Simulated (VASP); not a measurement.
Wanted: the native input for a VASP 6.6.1 run.

* Task: single point
* Functional: PBE
* Potentials or basis: VASP PAW PBE potentials, release 64 (In_d, P)
* Cutoff: 520 eV
* k mesh: 3 × 3 × 3
* Occupations: gaussian, width 0.02 eV
* Spin: no spin polarisation
* Dipole correction: no
* Further INCAR settings: LREAL = Auto; ALGO = Fast; EDIFF = 1e-06; NBANDS = 92

The structure of In9P8 (a cell with a defect) lies in POSCAR:

```
In9P8
1.0
    0.0000000000      5.9597880294     -5.9597880294
   -5.9597880294      0.0000000000     -5.9597880294
   -5.9597880294      5.9597880294      0.0000000000
In P
9 8
Direct
    0.5019262405     -0.0047065432      0.5014819294
   -0.0071655233      1.0035118649      0.5109290775
    0.5106203417      0.4858478164      0.5108866263
   -0.0074535369      0.4856695382      0.5108247953
    0.5106661487      0.0034885469     -0.0070666943
   -0.0072213139      1.0035043982     -0.0073141024
    0.5106028075      0.4857999120     -0.0073936354
    0.0016222053      0.4944976206      0.0018785903
    0.2516093681      0.7443619602      0.2519330373
    0.6249732342      0.1180171168      0.1319353971
    0.1242044174      0.1269244806      0.1243977129
    0.6340863939      0.6171055886      0.1243662520
    0.1241445159      0.6171117130      0.1242748897
    0.6250267596      0.1180651051      0.6251029368
    0.1322810469      0.1178961393      0.6248970570
    0.6247686967      0.6255360059      0.6248324574
    0.1241616306      0.6171180891      0.6343423594
```

One way to write it, as run:

INCAR

```
SYSTEM = In9P8
PREC = Accurate
ENCUT = 520
EDIFF = 1E-6
ISMEAR = 0
SIGMA = 0.02
LREAL = Auto
LASPH = .TRUE.
NELM = 100
ALGO = Fast
ISIF = 2
LWAVE = .FALSE.
LCHARG = .FALSE.
GGA = PE
NBANDS = 92
```

KPOINTS

```
Automatic mesh
0
G
  3 3 3
  0 0 0
```

Potentials or basis: VASP PAW PBE potentials, release 64 (In_d, P).

Run with:

```bash
$ cat potpaw_PBE.64/In_d/POTCAR potpaw_PBE.64/P/POTCAR > POTCAR
$ mpirun -np 1 vasp_std > vasp.out
```

It gave:

The pressure is 5.8 GPa and the largest force is 0.023 eV/Å. The band gap on the k mesh is zero (an odd number of electrons rules out a gap without spin polarisation).

Caveat: spin-orbit coupling is left out, which moves the levels of the heavy elements; an odd number of electrons without spin polarisation forces a metal; a magnetic or distorted state may lie lower.

It took 28 min on 1 thread of Oxide Virtual Turin-like Processor, with other jobs on the host, peak memory 0.73 GiB.
